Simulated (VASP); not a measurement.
# ZrTa2N4 in VASP: a series of runs, part 2 of 2

VASP 6.6.1. Earlier steps stand in the parts before.

## Step 3: Single point, PBE

File INCAR:

```
SYSTEM = ZrTa2N4
  PREC = Accurate
  ENCUT = 520
  EDIFF = 1E-7
  ISMEAR = 0
  SIGMA = 0.1
  LREAL = .FALSE.
  LASPH = .TRUE.
  NELM = 100
  ALGO = Normal
  ISIF = 2
  LWAVE = .FALSE.
  LCHARG = .FALSE.
  GGA = PE
  NBANDS = 36
```

File KPOINTS:

```
Automatic mesh
0
G
  6 10 6
  0 0 0
```

File POSCAR:

```
ZrTa2N4
1.0
    5.3315661107      0.0000000000     -0.0018603295
    0.0000000000      3.0944357326      0.0000000000
   -1.9736280174      0.0000000000      5.3154341519
Zr Ta N
1 2 4
Direct
    0.6853567378      0.5000000000      0.5157971321
    0.0169862644      0.0000000000      0.0494838356
    0.4759811661      0.5000000000      0.9547964647
    0.4345613975      0.0000000000      0.2171303367
    0.8923941889      0.5000000000      0.2200422159
    0.5918834656      0.0000000000      0.7564404211
    0.0728367598      0.5000000000      0.7963106141
```

Potentials or basis: VASP PAW PBE potentials, release 64 (Zr_sv, Ta_pv, N).

Launch:

```
$ cat potpaw_PBE.64/Zr_sv/POTCAR potpaw_PBE.64/Ta_pv/POTCAR potpaw_PBE.64/N/POTCAR > POTCAR
$ mpirun -np 1 vasp_std > vasp.out
```

OUTCAR:

```text
SYSTEM = ZrTa2N4
   PREC = Accurate
   ENCUT = 520
   EDIFF = 1E-7
   ISMEAR = 0
   LREAL = .FALSE.
   LASPH = .TRUE.
   NELM = 100
   ISIF = 2
   GGA = PE

 ion  position               nearest neighbor table
   1  0.685  0.500  0.516-   7 2.12   6 2.23   6 2.23   5 2.31   4 2.34   4 2.34   3 2.98   3 3.06
                             2 3.31   2 3.31
   2  0.017  0.000  0.049-   5 2.05   5 2.05   4 2.09   7 2.20   7 2.20   6 2.30   3 3.10   3 3.10
                             3 3.15   3 3.15   1 3.31   1 3.31
   3  0.476  0.500  0.955-   7 2.02   6 2.13   6 2.13   5 2.21   4 2.21   4 2.21   1 2.98   1 3.06
                             2 3.10   2 3.10   2 3.15   2 3.15
   4  0.435  0.000  0.217-   2 2.09   3 2.21   3 2.21   1 2.34   1 2.34
   5  0.892  0.500  0.220-   2 2.05   2 2.05   3 2.21   1 2.31
   6  0.592  0.000  0.756-   3 2.13   3 2.13   1 2.23   1 2.23   2 2.30
   7  0.073  0.500  0.796-   3 2.02   1 2.12   2 2.20   2 2.20

  LATTYP: Found a simple monoclinic cell.
 ALAT       =     5.3315664353
 B/A-ratio  =     0.5803989822
 C/A-ratio  =     1.0634797672
 COS(beta)  =    -0.3484088285

  Lattice vectors:

 A1 = (   5.3315661107,   0.0000000000,  -0.0018603295)
 A2 = (   0.0000000000,   3.0944357326,   0.0000000000)
 A3 = (  -1.9736280174,   0.0000000000,   5.3154341519)

Analysis of symmetry for initial positions (statically):
=====================================================================
 Subroutine PRICEL returns:
 Original cell was already a primitive cell.

 Routine SETGRP: Setting up the symmetry group for a
 simple monoclinic supercell.

 Subroutine GETGRP returns: Found  2 space group operations
 (whereof  2 operations were pure point group operations)
 out of a pool of  4 trial point group operations.

The static configuration has the point symmetry C_1h.

Analysis of symmetry for dynamics (positions and initial velocities):
=====================================================================
 Subroutine PRICEL returns:
 Original cell was already a primitive cell.

 Routine SETGRP: Setting up the symmetry group for a
 simple monoclinic supercell.

 Subroutine GETGRP returns: Found  2 space group operations
 (whereof  2 operations were pure point group operations)
 out of a pool of  4 trial point group operations.

The dynamic configuration has the point symmetry C_1h.

 Subroutine INISYM returns: Found  2 space group operations
 (whereof  2 operations are pure point group operations),
 and found     1 'primitive' translations

----------------------------------------------------------------------------------------

                                     Primitive cell

  volume of cell :      87.6837

  direct lattice vectors                    reciprocal lattice vectors
     5.331566111  0.000000000 -0.001860329     0.187586453  0.000000000  0.069651108
     0.000000000  3.094435733  0.000000000     0.000000000  0.323160694  0.000000000
    -1.973628017  0.000000000  5.315434152     0.000065653  0.000000000  0.188155764

  length of vectors
     5.331566435  3.094435733  5.670013031     0.200099860  0.323160694  0.188155775

  position of ions in fractional coordinates (direct lattice)
     0.685356738  0.500000000  0.515797132
     0.016986264  0.000000000  0.049483836
     0.475981166  0.500000000  0.954796465
     0.434561397  0.000000000  0.217130337
     0.892394189  0.500000000  0.220042216
[... 46 lines left out ...]
  0.166667  0.100000  0.000000      4.000000
[... 16 lines left out ...]
  0.333333  0.500000 -0.000000      2.000000
  0.500000  0.500000 -0.000000      1.000000
 [... further k-points ...]
   k-points           NKPTS =    120   k-points in BZ     NKDIM =    120   number of bands    NBANDS=     36
   number of dos      NEDOS =    301   number of ions     NIONS =      7
   total plane-waves  NPLWV =  40320
   dimension x,y,z NGX =    40 NGY =   24 NGZ =   42
   dimension x,y,z NGXF=    80 NGYF=   48 NGZF=   84
   ions per type =               1   2   4
   NGX,Y,Z   is equivalent  to a cutoff of  12.47, 12.89, 12.31 a.u.
   NGXF,Y,Z  is equivalent  to a cutoff of  24.95, 25.79, 24.63 a.u.
 SYSTEM =  ZrTa2N4
   PREC   = accura    normal or accurate (medium, high low for compatibility)
   ISTART =      0    job   : 0-new  1-cont  2-samecut
   ICHARG =      2    charge: 1-file 2-atom 10-const
   ISPIN  =      1    spin polarized calculation?
   LNONCOLLINEAR =      F non collinear calculations
   LSORBIT =      F    spin-orbit coupling
   LASPH  =      T    aspherical Exc in radial PAW
   ENCUT  =  520.0 eV  38.22 Ry    6.18 a.u.   9.91  5.75 10.54*2*pi/ulx,y,z
   NELM   =    100;   NELMIN=  2; NELMDL= -5     # of ELM steps
   EDIFF  = 0.1E-06   stopping-criterion for ELM
   LREAL  =      F    real-space projection
   EDIFFG = 0.1E-05   stopping-criterion for IOM
   NSW    =      0    number of steps for IOM
   IBRION =     -1    ionic relax: 0-MD 1-quasi-New 2-CG
   NFREE  =      0    steps in history (QN), initial steepest desc. (CG)
   ISIF   =      2    stress and relaxation
   ISYM   =      2    0-nonsym 1-usesym 2-fastsym
   POTIM  = 0.5000    time-step for ionic-motion
   TEBEG  =    0.0;   TEEND  =   0.0 temperature during run
   PSTRESS=    0.0 pullay stress
   NELECT =      54.0000    total number of electrons
   NUPDOWN=      -1.0000    fix difference up-down
   EMIN   =  10.00;   EMAX   =-10.00  energy-range for DOS
   EFERMI =   0.00;   METHOD = LEGACY
   ISMEAR =     0;   SIGMA  =   0.10  broadening in eV -4-tet -1-fermi 0-gaus
   EFERMI_NEDOS =   21; number of points for ismear=-14 and -15
   IALGO  =     38    algorithm
   IMIX   =      4    mixing-type and parameters
     AMIX     =   0.40;   BMIX     =  1.00
     AMIX_MAG =   1.60;   BMIX_MAG =  1.00
  volume/ion in A,a.u.               =      12.53        84.53
  Fermi-wavevector in a.u.,A,eV,Ry     =   1.392836  2.632078 26.395178  1.939991
  Thomas-Fermi vector in A             =   2.516540
   LORBIT       =      0    0 simple, 1 ext, 2 COOP (PROOUT), +10 PAW based schemes
   GGA     = PE    functional components
   LHFCALC =     F    Hartree Fock is set to
   AEXX    =    0.0000 exact exchange contribution
   IVDW    =     0    specifies the selected vdW correction
   LEPSILON=     F    determine dielectric tensor
   LRPA    =     F    only Hartree local field effects (RPA)
 non-spin polarized calculation
 Gauss-broadening in eV      SIGMA  =   0.10
  energy-cutoff  :      520.00
  volume of cell :       87.68
 maximum number of plane-waves:      2392
   NGX = 19   NGY = 11   NGZ = 21

 number of electron      54.0000002 magnetization

 Free energy of the ion-electron system (eV)
  ---------------------------------------------------
  ext. energy  EPLUGINS =         0.00000000
  ---------------------------------------------------
  free energy    TOTEN  =       -73.72324720 eV

  energy without entropy =      -73.71472840  energy(sigma->0) =      -73.71898780

 E-fermi :   7.3948     XC(G=0): -11.7289

 val. band max:        7.3908617468   @ k =   0.1667   0.0000   0.5000
 cond. band min:       7.4125102648   @ k =  -0.0000   0.3000   0.5000
 fundamental gap:      0.0216485180
 Fermi energy:         7.3948079285

 k-point     1 :       0.0000    0.0000    0.0000
  band No.  band energies     occupation
      1     -42.1737      2.00000
      2     -28.7857      2.00000
      3     -28.5131      2.00000
      4     -28.3532      2.00000
      5     -28.2132      2.00000
      6     -28.1471      2.00000
[... 925 lines left out ...]
     35      11.9735      0.00000
     36      12.3563      0.00000

 [... further k-points ...]

------------------------ aborting loop because EDIFF is reached ----------------------------------------

  FORCE on cell =-STRESS in cart. coord.  units (eV):
  Direction    XX          YY          ZZ          XY          YZ          ZX
  --------------------------------------------------------------------------------------
  -------------------------------------------------------------------------------------
  Total        0.2778520      0.2686103      0.2490175      0.0000000      0.0000000     -0.0061353
  in kB        5.0769784      4.9081123      4.5501086      0.0000000      0.0000000     -0.1121055
  external PRESSURE =       4.8450664 kB  Pullay stress =       0.0000000 kB

 VOLUME and BASIS-vectors are now :
 -----------------------------------------------------------------------------
  energy-cutoff  :      520.00
  volume of cell :       87.68
      direct lattice vectors                 reciprocal lattice vectors
     5.331566111  0.000000000 -0.001860329     0.187586453  0.000000000  0.069651108
     0.000000000  3.094435733  0.000000000     0.000000000  0.323160694  0.000000000
    -1.973628017  0.000000000  5.315434152     0.000065653  0.000000000  0.188155764

 POSITION                                       TOTAL-FORCE (eV/Angst)
 -----------------------------------------------------------------------------------
      2.63603      1.54722      2.74041         0.000991      0.000000     -0.002523
     -0.00710      0.00000      0.26300         0.006958      0.000000     -0.000752
      0.65331      1.54722      5.07427         0.008427      0.000000     -0.001142
      1.88836      0.00000      1.15333         0.010159      0.000000      0.035984
      4.32358      1.54722      1.16796        -0.015321      0.000000      0.052704
      1.66273      0.00000      4.01971         0.007856      0.000000     -0.032671
     -1.18329      1.54722      4.23260        -0.019070      0.000000     -0.051600
 -----------------------------------------------------------------------------------
    total drift:                               -0.000011      0.000000      0.000234

  FREE ENERGIE OF THE ION-ELECTRON SYSTEM (eV)
  ---------------------------------------------------
  free  energy   TOTEN  =       -73.7232471989 eV

  energy  without entropy=      -73.7147283951  energy(sigma->0) =      -73.71898780
```

Wall time 4.3 min (1 thread of AMD EPYC 9R45 (Zen 5), shared host); peak memory 0.41 GiB.

What came out:

```yaml
Free_energy: -73.7232 eV
Pressure: 0.5 GPa
Largest_force: 0.055 eV/Å
Band_gap_on_the_k_mesh: zero (band 27 reaches 8.25 eV, above the bottom of band 28 at 6.47 eV)
```

Forces in eV/Å, atoms in the order of the input:
```
Zr   0.001  0.000 -0.003
Ta   0.007  0.000 -0.001
Ta   0.008  0.000 -0.001
N    0.010  0.000  0.036
N   -0.015  0.000  0.053
N    0.008  0.000 -0.033
N   -0.019  0.000 -0.052
```

Levels at points of the mesh, in eV from the Fermi level:
```csv
k point,band 24,band 25,band 26,band 27,band 28,band 29,band 30,band 31
"(0.00, 0.00, 0.00)",-3.11,-2.41,-2.35,-1.47,0.58,0.65,0.81,2.39
"(0.50, 0.00, 0.00)",-3.32,-2.84,-2.34,-1.70,0.28,1.26,1.54,1.93
"(0.00, 0.50, 0.00)",-3.99,-3.74,-3.15,0.51,1.21,1.69,1.86,2.36
"(0.50, 0.50, 0.00)",-3.56,-2.66,-2.43,-0.72,-0.14,1.33,2.01,3.01
"(0.00, 0.00, 0.50)",-3.65,-2.19,-2.06,-0.65,-0.10,0.61,1.11,1.83
"(0.50, 0.00, 0.50)",-3.77,-3.21,-2.44,-0.59,0.45,0.83,1.58,2.10
"(0.00, 0.50, 0.50)",-4.26,-3.15,-3.09,0.85,1.18,1.41,1.59,2.22
"(0.50, 0.50, 0.50)",-3.23,-2.73,-2.72,-1.23,-0.93,1.89,2.83,3.08
```

Caveat: spin-orbit coupling is left out, which moves the levels of the heavy elements.
